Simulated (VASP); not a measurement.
Set up this calculation in VASP 6.6.1, as the native input.

- Task: relaxation of cell and atoms
- Functional: LDA
- Potentials or basis: VASP PAW LDA potentials, release 64 (Ti_sv, O)
- Cutoff: 600 eV
- k mesh: 6 × 6 × 8
- Occupations: gaussian, width 0.02 eV
- Spin: no spin polarisation
- Dipole correction: no
- Further INCAR settings: ALGO = Normal; EDIFF = 1e-07; IBRION = 2; EDIFFG = -0.01; NSW = 80; ISIF = 3

The structure of TiO2 lies in POSCAR:

```
TiO2
1.0
    4.6000000000      0.0000000000      0.0000000000
    0.0000000000      4.6000000000      0.0000000000
    0.0000000000      0.0000000000      2.9600000000
Ti O
2 4
Direct
    0.0000000000      0.0000000000      0.0000000000
    0.5000000000      0.5000000000      0.5000000000
    0.3050000000      0.3050000000      0.0000000000
   -0.3050000000     -0.3050000000      0.0000000000
    0.8050000000      0.1950000000      0.5000000000
    0.1950000000      0.8050000000      0.5000000000
```

One way to write it, as run:

INCAR

```
  PREC = Accurate
  ENCUT = 600
  EDIFF = 1E-7
  ISMEAR = 0
  SIGMA = 0.02
  LREAL = F
  LASPH = T
  NELM = 120
  ALGO = Normal
  ISIF = 3
  LWAVE = F
  LCHARG = F
  GGA = CA
  IBRION = 2
  NSW = 80
  EDIFFG = -0.01
  GGA_COMPAT = F
  NELMIN = 4
```

KPOINTS

```
Automatic mesh
0
Gamma
  6 6 8
```

Potentials or basis: VASP PAW LDA potentials, release 64 (Ti_sv, O).

The run is started by

```console
$ cat potpaw_LDA.64/Ti_sv/POTCAR potpaw_LDA.64/O/POTCAR > POTCAR
$ mpirun -np 1 vasp_std > vasp.out
```

It gave:

```
Relaxed volume                         : 10.09 Å³/atom
Relaxed cell                           : a = 4.552 Å, b = 4.552 Å, c = 2.921 Å, α = 90.00°, β = 90.00°, γ = 90.00°
Space group after relaxing (to 0.05 Å) : P4_2/mnm (No. 136)
Energy gained by relaxing              : 9.1 meV/atom
Ionic steps                            : 6
Pressure after relaxing                : 0.1 GPa
Band gap on the k mesh                 : 1.82 eV, direct
```

Wall time 7.2 min on 1 thread of Intel(R) Xeon(R) Platinum 8488C (Sapphire Rapids), with other jobs on the host, peak memory 0.23 GiB.
